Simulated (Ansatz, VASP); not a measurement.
# One calculation of BiTe, two programs

```xyz
2
Lattice="0.0081 3.2350 3.2350 3.2350 0.0081 3.2350 3.2431 3.2431 0.0000" Properties=species:S:1:pos:R:3 pbc="T T T"
Bi    0.0000    0.0000    0.0000
Te    3.2431    3.2431    3.2350
```

Change from the starting cell: strain +0.0050 x Voigt [0, 0, 0, 0, 0, 1], atoms carried along.

Alike in both runs: task single point; functional PBEsol; k mesh 14 × 14 × 14; occupations gaussian, width 0.15 eV; no spin polarisation.

|  | VASP | Ansatz |
| --- | --- | --- |
| version | VASP 6.6.1 | Ansatz 0.2.0 |
| potentials or method | VASP PAW PBE potentials, release 64 (Bi_d, Te), cutoff 520 eV | scalar-relativistic, plane waves, PAW |
| valence electrons in the cell | 21 | 31 |

```csv
,VASP,Ansatz,Ansatz less VASP
gap on the k mesh at the Fermi level (eV),none,none,-
pressure (GPa),-1.7,-1.7,+0.02
```

VASP's potentials were made for PBE, not for PBEsol. A gap of «none» marks a metal or a gap that the smearing closes. VASP's potentials hold 21 valence electrons a cell and Ansatz's 31, so a difference there can come from the potentials and not from the codes.

Neither program's run includes spin-orbit coupling.
